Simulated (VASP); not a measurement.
# GaP2 (P6_3/mmc) in VASP: a series of runs

Runs on GaP2. Level: PBE. Tasks: single point.

Program: VASP 6.6.1. These are calculated values, not measurements. Logs are shortened: lines on timing, memory, paths and dates and some standing lists are left out, and cuts for length are marked.

### 1 The cell of the first run

It takes space group P6_3/mmc (No. 194, hexagonal). Conventional cell: a = 3.435 Å, b = 3.435 Å, c = 9.768 Å, α = 90.00°, β = 90.00°, γ = 120.00°. Ga (site symmetry -6m2) has 6 P at 2.67 Å and 6 Ga at 3.43 Å within 3.5 Å. P (site symmetry 3m) has 3 P at 2.38 Å and 3 Ga at 2.67 Å within 3.1 Å.

### 2 Single point, PBE

INCAR reads:

```
PREC     = Accurate       # precision mode
ENCUT    = 520            # plane-wave cutoff, eV
EDIFF    = 1E-6           # SCF threshold, eV
ISMEAR   = 0              # smearing method
SIGMA    = 0.1            # smearing width, eV
LREAL    = F              # projectors in reciprocal space
LASPH    = T              # aspherical terms in the spheres
NELM     = 60             # most SCF steps
ALGO     = Normal         # electronic algorithm
ISIF     = 2              # what is computed and relaxed
LWAVE    = F              # write WAVECAR
LCHARG   = F              # write CHGCAR
GGA      = PE             # functional
NBANDS   = 32             # bands
```

KPOINTS reads:

```
regular mesh
0
Gamma
  6 6 4
```

POSCAR reads:

```
GaP2
1.0
    3.4349523705      0.0000000000      0.0000000000
   -1.7174761853      2.9747560137      0.0000000000
    0.0000000000      0.0000000000      9.7679280095
Ga P
2 4
Direct
    0.0000000000      0.0000000000      0.2500000000
    0.0000000000      0.0000000000      0.7500000000
    0.3333333333      0.6666666667      0.4326999823
    0.6666666667      0.3333333333      0.9326999823
    0.3333333333      0.6666666667      0.0673000177
    0.6666666667      0.3333333333      0.5673000177
```

Potentials or basis: VASP PAW PBE potentials, release 64 (Ga_d, P).

Run with:

```bash
$ cat potpaw_PBE.64/Ga_d/POTCAR potpaw_PBE.64/P/POTCAR > POTCAR
$ mpirun -np 1 vasp_std > vasp.out
```

OUTCAR:

```text
PREC = Accurate
   ENCUT = 520
   EDIFF = 1E-6
   ISMEAR = 0
   LREAL = F
   LASPH = T
   NELM = 60
   ISIF = 2
   GGA = PE

 ion  position               nearest neighbor table
   1  0.000  0.000  0.250-   3 2.67   5 2.67   3 2.67   5 2.67   3 2.67   5 2.67
   2  0.000  0.000  0.750-   4 2.67   6 2.67   4 2.67   6 2.67   4 2.67   6 2.67
   3  0.333  0.667  0.433-   6 2.38   6 2.38   6 2.38   1 2.67   1 2.67   1 2.67
   4  0.667  0.333  0.933-   5 2.38   5 2.38   5 2.38   2 2.67   2 2.67   2 2.67
   5  0.333  0.667  0.067-   4 2.38   4 2.38   4 2.38   1 2.67   1 2.67   1 2.67
   6  0.667  0.333  0.567-   3 2.38   3 2.38   3 2.38   2 2.67   2 2.67   2 2.67

  LATTYP: Found a hexagonal cell.
 ALAT       =     3.4349523705
 C/A-ratio  =     2.8436865947

  Lattice vectors:

 A1 = (   3.4349523705,   0.0000000000,   0.0000000000)
 A2 = (  -1.7174761853,   2.9747560137,   0.0000000000)
 A3 = (   0.0000000000,   0.0000000000,   9.7679280095)

Analysis of symmetry for initial positions (statically):
=====================================================================
 Subroutine PRICEL returns:
 Original cell was already a primitive cell.

 Routine SETGRP: Setting up the symmetry group for a
 hexagonal supercell.

 Subroutine GETGRP returns: Found 24 space group operations
 (whereof 12 operations were pure point group operations)
 out of a pool of 24 trial point group operations.

The static configuration has the point symmetry D_3d.
 The point group associated with its full space group is D_6h.

Analysis of symmetry for dynamics (positions and initial velocities):
=====================================================================
 Subroutine PRICEL returns:
 Original cell was already a primitive cell.

 Routine SETGRP: Setting up the symmetry group for a
 hexagonal supercell.

 Subroutine GETGRP returns: Found 24 space group operations
 (whereof 12 operations were pure point group operations)
 out of a pool of 24 trial point group operations.

The dynamic configuration has the point symmetry D_3d.
 The point group associated with its full space group is D_6h.

 Subroutine INISYM returns: Found 24 space group operations
 (whereof 12 operations are pure point group operations),
 and found     1 'primitive' translations

----------------------------------------------------------------------------------------

                                     Primitive cell

  volume of cell :      99.8101

  direct lattice vectors                    reciprocal lattice vectors
     3.434952371  0.000000000  0.000000000     0.291124852  0.168081012  0.000000000
    -1.717476185  2.974756014  0.000000000     0.000000000  0.336162023  0.000000000
     0.000000000  0.000000000  9.767928010     0.000000000  0.000000000  0.102375857

  length of vectors
     3.434952371  3.434952371  9.767928010     0.336162023  0.336162023  0.102375857

  position of ions in fractional coordinates (direct lattice)
     0.000000000  0.000000000  0.250000000
     0.000000000  0.000000000  0.750000000
     0.333333333  0.666666667  0.432699982
     0.666666667  0.333333333  0.932699982
     0.333333333  0.666666667  0.067300018
     0.666666667  0.333333333  0.567300018

  ion indices of the primitive-cell ions
   primitive index   ion index
                 1           1
                 2           2
                 3           3
                 4           4
                 5           5
                 6           6

----------------------------------------------------------------------------------------

 KPOINTS: regular mesh

Automatic generation of k-mesh.
 Grid dimensions read from file:
 generate k-points for:    6    6    4

 Generating k-lattice:

  Cartesian coordinates                     Fractional coordinates (reciprocal lattice)
     0.048520809  0.028013502  0.000000000     0.166666667  0.000000000  0.000000000
     0.000000000  0.056027004  0.000000000     0.000000000  0.166666667  0.000000000
     0.000000000  0.000000000  0.025593964     0.000000000  0.000000000  0.250000000

  Length of vectors
     0.056027004  0.056027004  0.025593964

  Shift w.r.t. Gamma in fractional coordinates (k-lattice)
     0.000000000  0.000000000  0.000000000

 Subroutine IBZKPT returns following result:
 ===========================================

 Found     21 irreducible k-points:

 Following reciprocal coordinates:
            Coordinates               Weight
  0.000000  0.000000  0.000000      1.000000
  0.166667  0.000000  0.000000      6.000000
  0.333333  0.000000  0.000000      6.000000
  0.500000  0.000000  0.000000      3.000000
  0.166667  0.166667  0.000000      6.000000
  0.333333  0.166667  0.000000     12.000000
[... 13 lines left out ...]
  0.333333  0.166667  0.500000     12.000000
  0.333333  0.333333  0.500000      2.000000
   k-points           NKPTS =     21   k-points in BZ     NKDIM =     21   number of bands    NBANDS=     32
   number of dos      NEDOS =    301   number of ions     NIONS =      6
   total plane-waves  NPLWV =  62720
   dimension x,y,z NGX =    28 NGY =   28 NGZ =   80
   dimension x,y,z NGXF=    56 NGYF=   56 NGZF=  160
   ions per type =               2   4
   NGX,Y,Z   is equivalent  to a cutoff of  13.55, 13.55, 13.62 a.u.
   NGXF,Y,Z  is equivalent  to a cutoff of  27.10, 27.10, 27.23 a.u.
 SYSTEM =  unknown system
   PREC   = accura    normal or accurate (medium, high low for compatibility)
   ISTART =      0    job   : 0-new  1-cont  2-samecut
   ICHARG =      2    charge: 1-file 2-atom 10-const
   ISPIN  =      1    spin polarized calculation?
   LNONCOLLINEAR =      F non collinear calculations
   LSORBIT =      F    spin-orbit coupling
   LASPH  =      T    aspherical Exc in radial PAW
   ENCUT  =  520.0 eV  38.22 Ry    6.18 a.u.   6.39  6.39 18.16*2*pi/ulx,y,z
   NELM   =     60;   NELMIN=  2; NELMDL= -5     # of ELM steps
   EDIFF  = 0.1E-05   stopping-criterion for ELM
   LREAL  =      F    real-space projection
   EDIFFG = 0.1E-04   stopping-criterion for IOM
   NSW    =      0    number of steps for IOM
   IBRION =     -1    ionic relax: 0-MD 1-quasi-New 2-CG
   NFREE  =      0    steps in history (QN), initial steepest desc. (CG)
   ISIF   =      2    stress and relaxation
   ISYM   =      2    0-nonsym 1-usesym 2-fastsym
   POTIM  = 0.5000    time-step for ionic-motion
   TEBEG  =    0.0;   TEEND  =   0.0 temperature during run
   PSTRESS=    0.0 pullay stress
   NELECT =      46.0000    total number of electrons
   NUPDOWN=      -1.0000    fix difference up-down
   EMIN   =  10.00;   EMAX   =-10.00  energy-range for DOS
   EFERMI =   0.00;   METHOD = LEGACY
   ISMEAR =     0;   SIGMA  =   0.10  broadening in eV -4-tet -1-fermi 0-gaus
   EFERMI_NEDOS =   21; number of points for ismear=-14 and -15
   IALGO  =     38    algorithm
   IMIX   =      4    mixing-type and parameters
     AMIX     =   0.40;   BMIX     =  1.00
     AMIX_MAG =   1.60;   BMIX_MAG =  1.00
  volume/ion in A,a.u.               =      16.64       112.26
  Fermi-wavevector in a.u.,A,eV,Ry     =   1.264550  2.389653 21.756888  1.599086
  Thomas-Fermi vector in A             =   2.397849
   LORBIT       =      0    0 simple, 1 ext, 2 COOP (PROOUT), +10 PAW based schemes
   GGA     = PE    functional components
   LHFCALC =     F    Hartree Fock is set to
   AEXX    =    0.0000 exact exchange contribution
   IVDW    =     0    specifies the selected vdW correction
   LEPSILON=     F    determine dielectric tensor
   LRPA    =     F    only Hartree local field effects (RPA)
 non-spin polarized calculation
 Gauss-broadening in eV      SIGMA  =   0.10
  energy-cutoff  :      520.00
  volume of cell :       99.81
 maximum number of plane-waves:      2714
 NGX is ok and might be reduce to    28
   NGX = 13   NGY = 13   NGZ = 37

 number of electron      45.9999994 magnetization

 Free energy of the ion-electron system (eV)
  ---------------------------------------------------
  ext. energy  EPLUGINS =         0.00000000
  ---------------------------------------------------
  free energy    TOTEN  =       -26.89522085 eV

  energy without entropy =      -26.88128145  energy(sigma->0) =      -26.88825115

 E-fermi :   7.5468     XC(G=0): -10.9706

 val. band max:        7.5233670168   @ k =   0.5000   0.0000   0.2500
 cond. band min:       7.5554967891   @ k =   0.1667   0.0000   0.2500
 fundamental gap:      0.0321297723
 Fermi energy:         7.5467606817

 k-point     1 :       0.0000    0.0000    0.0000
  band No.  band energies     occupation
      1      -7.6418      2.00000
      2      -7.2687      2.00000
      3      -7.2687      2.00000
      4      -7.2681      2.00000
      5      -7.2681      2.00000
      6      -7.2357      2.00000
[... 24 lines left out ...]
     31      13.9368      0.00000
     32      13.9401      0.00000

 k-point     2 :       0.1667    0.0000    0.0000
  band No.  band energies     occupation
      1      -7.3864      2.00000
      2      -7.3156      2.00000
      3      -7.2796      2.00000
      4      -7.2732      2.00000
      5      -7.2487      2.00000
      6      -7.2482      2.00000
[... 24 lines left out ...]
     31      13.1487      0.00000
     32      13.2583      0.00000

 k-point     3 :       0.3333    0.0000    0.0000
  band No.  band energies     occupation
      1      -7.3537      2.00000
      2      -7.3105      2.00000
      3      -7.3040      2.00000
      4      -7.2872      2.00000
      5      -7.2291      2.00000
      6      -7.2260      2.00000
[... 24 lines left out ...]
     31      12.9000      0.00000
     32      13.3897      0.00000

 k-point     4 :       0.5000    0.0000    0.0000
  band No.  band energies     occupation
      1      -7.3649      2.00000
      2      -7.3183      2.00000
      3      -7.3179      2.00000
      4      -7.3099      2.00000
      5      -7.2335      2.00000
      6      -7.2299      2.00000
[... 549 lines left out ...]
     31      13.4520      0.00000
     32      13.4520      0.00000

 k-point    20 :       0.3333    0.1667    0.5000
  band No.  band energies     occupation
      1      -7.3268      2.00000
      2      -7.3268      2.00000
      3      -7.2948      2.00000
      4      -7.2948      2.00000
      5      -7.2441      2.00000
      6      -7.2441      2.00000
[... 24 lines left out ...]
     31      13.2710      0.00000
     32      13.2710      0.00000

 k-point    21 :       0.3333    0.3333    0.5000
  band No.  band energies     occupation
      1      -7.3130      2.00000
      2      -7.3130      2.00000
      3      -7.2751      2.00000
      4      -7.2751      2.00000
      5      -7.2606      2.00000
      6      -7.2606      2.00000
[... 24 lines left out ...]
     31      14.7907      0.00000
     32      14.8437      0.00000

------------------------ aborting loop because EDIFF is reached ----------------------------------------

  FORCE on cell =-STRESS in cart. coord.  units (eV):
  Direction    XX          YY          ZZ          XY          YZ          ZX
  --------------------------------------------------------------------------------------
  -------------------------------------------------------------------------------------
  Total       -0.0782372     -0.0782372      0.0522327      0.0000000     -0.0000000     -0.0000000
  in kB       -1.2558830     -1.2558830      0.8384528      0.0000000     -0.0000000     -0.0000000
  external PRESSURE =      -0.5577711 kB  Pullay stress =       0.0000000 kB

 VOLUME and BASIS-vectors are now :
 -----------------------------------------------------------------------------
  energy-cutoff  :      520.00
  volume of cell :       99.81
      direct lattice vectors                 reciprocal lattice vectors
     3.434952371  0.000000000  0.000000000     0.291124852  0.168081012  0.000000000
    -1.717476185  2.974756014  0.000000000     0.000000000  0.336162023  0.000000000
     0.000000000  0.000000000  9.767928010     0.000000000  0.000000000  0.102375857

 POSITION                                       TOTAL-FORCE (eV/Angst)
 -----------------------------------------------------------------------------------
      0.00000      0.00000      2.44198        -0.000000     -0.000000      0.000000
      0.00000      0.00000      7.32595        -0.000000      0.000000      0.000000
     -0.00000      1.98317      4.22658        -0.000000      0.000000      0.013640
      1.71748      0.99159      9.11055         0.000000     -0.000000      0.013640
     -0.00000      1.98317      0.65738         0.000000      0.000000     -0.013640
      1.71748      0.99159      5.54135         0.000000     -0.000000     -0.013640
 -----------------------------------------------------------------------------------
    total drift:                               -0.000000     -0.000000     -0.000000

  FREE ENERGIE OF THE ION-ELECTRON SYSTEM (eV)
  ---------------------------------------------------
  free  energy   TOTEN  =       -26.8952208471 eV

  energy  without entropy=      -26.8812814499  energy(sigma->0) =      -26.88825115
```

Wall time 65 s (1 thread of Intel Xeon Platinum 8488C (Sapphire Rapids), shared host); peak memory 0.25 GiB.

Results:

```yaml
Free_energy: -26.8952 eV
Pressure: -0.1 GPa
Largest_force: 0.014 eV/Å
Band_gap_on_the_k_mesh: zero (band 23 reaches 9.32 eV, above the bottom of band 24 at 6.23 eV)
```

Forces in eV/Å, atoms in the order of the input:
```
Ga   0.000  0.000  0.000
Ga   0.000  0.000  0.000
P    0.000  0.000  0.014
P    0.000  0.000  0.014
P    0.000  0.000 -0.014
P    0.000  0.000 -0.014
```

Levels at points of the mesh, in eV from the Fermi level:
```csv
k point,band 20,band 21,band 22,band 23,band 24,band 25,band 26,band 27
"(0.00, 0.00, 0.00)",-1.56,-1.15,1.01,1.01,1.45,1.79,1.79,2.64
"(0.50, 0.00, 0.00)",-3.83,-3.44,-3.41,-0.44,0.40,0.93,1.13,2.12
"(0.00, 0.00, 0.50)",-1.63,0.80,0.80,1.35,1.35,1.35,1.35,3.20
"(0.50, 0.00, 0.50)",-3.65,-1.84,-1.84,-1.23,-1.23,1.23,1.23,2.39
```

### 3 Single point, PBE

This run uses another cell than the first one, of 20.21 Å³/atom, 1.215 times its volume.

INCAR reads:

```
SYSTEM = GaP2
ALGO = Normal ; EDIFF = 1E-7
ENCUT = 520 ; GGA = PE
ISIF = 2 ; ISMEAR = 0
LASPH = .TRUE. ; LCHARG = .FALSE.
LREAL = .FALSE. ; LWAVE = .FALSE.
NBANDS = 32 ; NELM = 60
PREC = Accurate ; SIGMA = 0.1
```

KPOINTS reads:

```
k-points
0
G
  6 6 4
  0 0 0
```

POSCAR reads:

```
GaP2
1.0
    4.4565489400      0.0000000000      0.0000000000
   -2.2282744700      3.8594846000      0.0000000000
    0.0000000000      0.0000000000      7.0489615400
Ga P
2 4
Direct
    0.0000000000      0.0000000000      0.2500000000
    0.0000000000      0.0000000000      0.7500000000
    0.3333333300      0.6666666700      0.4540000000
    0.6666666700      0.3333333300      0.9540000000
    0.3333333300      0.6666666700      0.0460000000
    0.6666666700      0.3333333300      0.5460000000
```

Potentials or basis: VASP PAW PBE potentials, release 64 (Ga_d, P).

Run with:

```bash
$ cat potpaw_PBE.64/Ga_d/POTCAR potpaw_PBE.64/P/POTCAR > POTCAR
$ mpirun -np 1 vasp_std > vasp.out
```

Run time: 73 s. Hardware: 1 thread of Intel Xeon Platinum 8488C (Sapphire Rapids), shared host; peak memory 0.27 GiB.

The run converged. Its results:

* Free energy: -24.2155 eV
* Pressure: -7.4 GPa
* Largest force: 0.157 eV/Å
* Band gap on the k mesh: zero (band 23 reaches 6.10 eV, above the bottom of band 24 at 4.57 eV)

Forces on the atoms (eV/Å):
```
Ga   0.000  0.000  0.000
Ga   0.000  0.000  0.000
P    0.000  0.000 -0.157
P    0.000  0.000 -0.157
P    0.000  0.000  0.157
P    0.000  0.000  0.157
```

Stress tensor (GPa, compression positive):
```
-8.80  0.00  0.00
 0.00 -8.80  0.00
 0.00  0.00 -4.73
```

Levels at points of the mesh, in eV from the Fermi level:
```csv
k point,band 20,band 21,band 22,band 23,band 24,band 25,band 26,band 27
"(0.00, 0.00, 0.00)",-2.73,-1.56,-1.56,-1.50,-0.81,0.60,0.67,0.67
"(0.50, 0.00, 0.00)",-2.95,-1.76,0.00,0.43,0.72,1.57,2.07,3.43
"(0.00, 0.00, 0.50)",-3.21,-0.98,-0.98,-0.73,-0.73,-0.73,-0.73,1.15
"(0.50, 0.00, 0.50)",-3.53,-1.23,-1.23,0.68,0.68,1.63,1.63,2.95
```

### 4 Single point, PBE

This run uses another cell than the first one, of 16.77 Å³/atom, 1.008 times its volume.

INCAR reads:

```
PREC = Accurate
ENCUT = 520
EDIFF = 1E-6
ISMEAR = 0
SIGMA = 0.1
LREAL = False
LASPH = True
NELM = 100
ALGO = Normal
ISIF = 2
LWAVE = False
LCHARG = False
GGA = PE
NBANDS = 32
```

KPOINTS reads:

```
regular mesh
0
Gamma
  12 12 4
```

POSCAR reads:

```
GaP2
1.0
    3.4343130154      0.0000000000      0.0000000000
   -1.7171565077      2.9742023159      0.0000000000
    0.0000000000      0.0000000000      9.8498830048
Ga P
2 4
Direct
    0.0000000000      0.0000000000      0.2500000000
    0.0000000000      0.0000000000      0.7500000000
    0.3333333333      0.6666666667      0.4334708438
    0.6666666667      0.3333333333      0.9334708438
    0.3333333333      0.6666666667      0.0665291562
    0.6666666667      0.3333333333      0.5665291562
```

Run with:

```bash
$ cat potpaw_PBE.64/Ga_d/POTCAR potpaw_PBE.64/P/POTCAR > POTCAR
$ mpirun -np 1 vasp_std > vasp.out
```

Wall time 2.4 min (1 thread of Intel Xeon Platinum 8488C (Sapphire Rapids), shared host); peak memory 0.31 GiB.

It converged, with:

| Property | Result |
| --- | --- |
| Free energy | -26.7767 eV |
| Pressure | 0.0 GPa |
| Largest force | 0.033 eV/Å |
| Band gap on the k mesh | zero (band 23 reaches 9.29 eV, above the bottom of band 24 at 6.18 eV) |

Forces on the atoms (eV/Å):
```
Ga   0.000  0.000  0.000
Ga   0.000  0.000  0.000
P    0.000  0.000  0.033
P    0.000  0.000  0.033
P    0.000  0.000 -0.033
P    0.000  0.000 -0.033
```

Stress tensor (GPa, compression positive):
```
-0.07  0.00  0.00
 0.00 -0.07  0.00
 0.00  0.00  0.01
```

Levels at points of the mesh, in eV from the Fermi level:
```csv
k point,band 21,band 22,band 23,band 24,band 25,band 26
"(0.00, 0.00, 0.00)",-1.38,0.96,0.96,1.33,1.69,1.69
"(0.50, 0.00, 0.00)",-3.56,-3.49,-0.56,0.37,0.79,0.99
"(0.00, 0.00, 0.50)",0.65,0.65,1.29,1.29,1.29,1.29
"(0.50, 0.00, 0.50)",-1.99,-1.99,-1.34,-1.34,1.18,1.18
```

### 5 The runs side by side

```tsv
cell	k mesh	gap on the mesh (eV)	pressure (GPa)	largest force (eV/Å)
a = 3.435, b = 3.435, c = 9.768 Å, angles 90.0, 90.0, 120.0°, 6 atoms	6 × 6 × 4	none	-0.1	0.01
a = 4.457, b = 4.457, c = 7.049 Å, angles 90.0, 90.0, 120.0°, 6 atoms	6 × 6 × 4	none	-7.4	0.16
a = 3.434, b = 3.434, c = 9.850 Å, angles 90.0, 90.0, 120.0°, 6 atoms	12 × 12 × 4	none	0.0	0.03
```

Alike in all rows: task single point; level PBE; potentials or basis VASP PAW PBE potentials, release 64 (Ga_d, P); no spin polarisation; cutoff (eV) 520; smearing gaussian 0.1 eV.

Total energies depend on the potentials used, so only differences within one code and one set of settings carry meaning.
